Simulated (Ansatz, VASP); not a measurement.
One calculation of CdS, two programs

```
Cd S
1.0
     0.00000    2.75324    2.75324
     2.75324    0.00000    2.75324
     2.75324    2.75324    0.00000
Cd S
1 1
Direct
  0.00000 0.00000 0.00000
  0.50000 0.50000 0.50000
```

Alike in both runs: task single point; functional r2SCAN50; k mesh 4 × 4 × 4; occupations fermi-dirac, width 0.05 eV; no spin polarisation.

|  | VASP | Ansatz |
| --- | --- | --- |
| version | VASP 6.6.1 | Ansatz 0.2.0 |
| potentials or method | VASP PAW PBE potentials, release 64 (Cd, S) | Ansatz PAW |
| plane-wave cutoff (eV) | 520 | 500 |
| valence electrons in the cell | 18 | 26 |

VASP gave:

| Item | Value |
| --- | --- |
| gap on the k mesh at the Fermi level (eV) | 3.91 |
| least direct gap on the mesh (eV) | 5.29 |
| pressure (GPa) | -3.5 |

Estimate Ansatz's values.

gap on the k mesh at the Fermi level (eV): 3.88; least direct gap on the mesh (eV): 5.25; pressure (GPa): -3.6.

VASP's potentials were made for PBE, not for r2SCAN50. The functional is the same, so the differences come from potentials, cutoffs and numerics. VASP's potentials hold 18 valence electrons a cell and Ansatz's 26, so a difference there can come from the potentials and not from the codes.

The k mesh is coarse, so the values compare programs but aren't converged.
